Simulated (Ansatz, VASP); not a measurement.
One calculation of Nb, two programs

The input INCAR:

```
PREC = Accurate ; ENCUT = 520
EDIFF = 1E-6 ; ISMEAR = 0
SIGMA = 0.15 ; LREAL = False
LASPH = True ; NELM = 100
ALGO = Fast ; ISIF = 2
LWAVE = False ; LCHARG = True
GGA = CA ; LELF = True
LVHAR = True ; NBANDS = 12
```

Contents of KPOINTS:

```
Automatic mesh
0
Gamma
  22 22 22
```

Contents of POSCAR:

```
Nb
1.0
    0.0000000000      2.3741267449      1.6785076087
    2.3741267449      0.0000000000      1.6785076087
    2.3741267449      2.3741267449      0.0000000000
Nb
1
Direct
    0.0000000000      0.0000000000      0.0000000000
```

Input for Ansatz:

```yaml
crystal:
  lattice:
    - [0.0, 2.3741267449, 1.6785076087]
    - [2.3741267449, 0.0, 1.6785076087]
    - [2.3741267449, 2.3741267449, 0.0]
  atoms:
    - { symbol: Nb, position: [0.0, 0.0, 0.0] }
basis:
  ecutwfc: 420
kpoints:
  mp_grid: { grid: [22, 22, 22] }
hamiltonian:
  xc: lda
scf:
  occupations: { method: gaussian, width: 0.15 }
output:
  forces: true
  stress: true
  eigenvalues: true
```

Alike in both runs: task single point; functional LDA; k mesh 22 × 22 × 22; occupations gaussian, width 0.15 eV; no spin polarisation.

```csv
,VASP,Ansatz
version,VASP 6.6.1,Ansatz 0.2.0
potentials or method,"VASP PAW LDA potentials, release 64 (Nb_sv), cutoff 520 eV","scalar-relativistic, plane waves, PAW"
valence electrons in the cell,13,13
```

|  | VASP | Ansatz | Ansatz less VASP |
| --- | --- | --- | --- |
| gap on the k mesh at the Fermi level (eV) | none | none | - |
| pressure (GPa) | -15.9 | -15.8 | +0.11 |

LDA's correlation is that of Perdew and Zunger in VASP and of Perdew and Wang (1992) in Ansatz. A gap of «none» marks a metal or a gap that the smearing closes.
